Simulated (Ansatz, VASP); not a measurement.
# Sb in VASP and in Ansatz

```xyz
2
Lattice="4.0685 0.0000 0.0000 -2.0343 3.5234 0.0000 0.0000 0.0000 27.1000" Properties=species:S:1:pos:R:3 pbc="T T T"
Sb    0.0000    2.3489    7.0000
Sb    2.0343    1.1745    8.6500
```

Alike in both runs: functional PBE; dispersion D3(BJ); k mesh 12 × 12 × 1; occupations gaussian, width 0.03 eV; no spin polarisation.

Ansatz relaxed the structure, and its values are those at the end. VASP's run is a single point on that final structure, the one shown.

```csv
,VASP,Ansatz
version,VASP 6.6.1,Ansatz 0.2.0
potentials or method,"VASP PAW PBE potentials, release 64 (Sb), cutoff 400 eV","scalar-relativistic, plane waves, PAW"
valence electrons in the cell,10,30
```

Ansatz gave:

| Property | Result |
| --- | --- |
| gap on the k mesh at the Fermi level (eV) | 1.18 |
| least direct gap on the mesh (eV) | 1.67 |
| rms of the force components (eV/Å) | 0.002 |

**Question.** Which values does VASP return?

**Answer.** gap on the k mesh at the Fermi level (eV): 1.19; least direct gap on the mesh (eV): 1.64; rms of the force components (eV/Å): 0.052.

VASP's potentials hold 10 valence electrons a cell and Ansatz's 30, so a difference there can come from the potentials and not from the codes. Ansatz's warnings: slab cell height set, structure snapped to symmetry.

Spin-orbit coupling is off throughout.
